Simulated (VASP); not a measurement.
The system is Be.

```
Be
1.0
     2.25541    0.00000    0.00000
    -1.12771    1.95324    0.00000
     0.00000    0.00000    7.36617
Be
4
Cartesian
  0.0000 0.0000 0.0000
  0.0000 0.0000 3.6831
  0.0000 1.3022 1.8415
  1.1277 0.6511 5.5246
```

| Item | Value |
| --- | --- |
| Program | VASP 6.6.1 |
| Task | relaxation of cell and atoms |
| Functional | PBEsol |
| Potentials or basis | VASP PAW PBE potentials, release 64 (Be) |
| Cutoff | 600 eV |
| k mesh | 16 × 16 × 5 |
| Occupations | fermi-dirac, width 0.1 eV |
| Spin | no spin polarisation |

At the start: pressure -4.0 GPa; volume 8.11 Å³/atom.

**Question.** How do energy, volume and symmetry change on relaxing?

**Answer.** Over 3 steps the energy falls by 7.3 meV/atom and the volume is 7.86 Å³/atom (-3.1 %); space group P6_3/mmc (No. 194, to 0.1 Å) before and after.

Step by step:
```csv
step,energy change (eV),largest force (eV/Å),pressure (GPa),volume (Å³)
1,0.0000,0.0000,-3.96,32.45
2,-0.0291,0.0000,-0.44,31.51
3,-0.0293,0.0000,-0.11,31.43
```

Final structure:
```yaml
crystal:
  lattice:
    - [2.25047, 0.00000, 0.00000]
    - [-1.12524, 1.94897, 0.00000]
    - [0.00000, 0.00000, 7.16674]
  atoms:
    - { symbol: Be, position: [0.00000, 0.00000, 0.00000] }
    - { symbol: Be, position: [0.00000, 0.00000, 0.50000] }
    - { symbol: Be, position: [0.33333, 0.66667, 0.25000] }
    - { symbol: Be, position: [0.66667, 0.33333, 0.75000] }
```

Caveat: the PAW data sets were made with another functional, which shifts forces and pressure a little.
